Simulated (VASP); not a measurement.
Input of a VASP 6.6.1 run:

The input INCAR:

```
ALGO = Normal
EDIFF = 1E-6
ENCUT = 500
GGA = PE
GGA_COMPAT = False
ISIF = 2
ISMEAR = 0
LASPH = True
LCHARG = False
LMAXMIX = 4
LNONCOLLINEAR = True
LORBIT = 11
LORBMOM = True
LREAL = False
LSORBIT = True
LWAVE = False
MAGMOM = 0 0 0
NBANDS = 22
NELM = 200
PREC = Accurate
SIGMA = 0.05
```

KPOINTS

```
k-points
0
Gamma
  14 14 14
```

File POSCAR:

```
Y
1.0
    0.0000000000      2.5269565107      2.5269565107
    2.5269565107      0.0000000000      2.5269565107
    2.5269565107      2.5269565107      0.0000000000
Y
1
Direct
    0.0000000000      0.0000000000      0.0000000000
```

Potentials or basis: VASP PAW PBE potentials, release 64 (Y_sv).

The run is started by

```console
$ cat potpaw_PBE.64/Y_sv/POTCAR > POTCAR
$ mpirun -np 1 vasp_ncl > vasp.out
```

Question: What does it give for the net moment?

Answer: 0.00 μB per cell.

Question: Estimate the pressure.

Answer: 0.0 GPa.

Moments on the atoms (μB; x, y, z):
```
Y   0.00 0.00 0.00
```
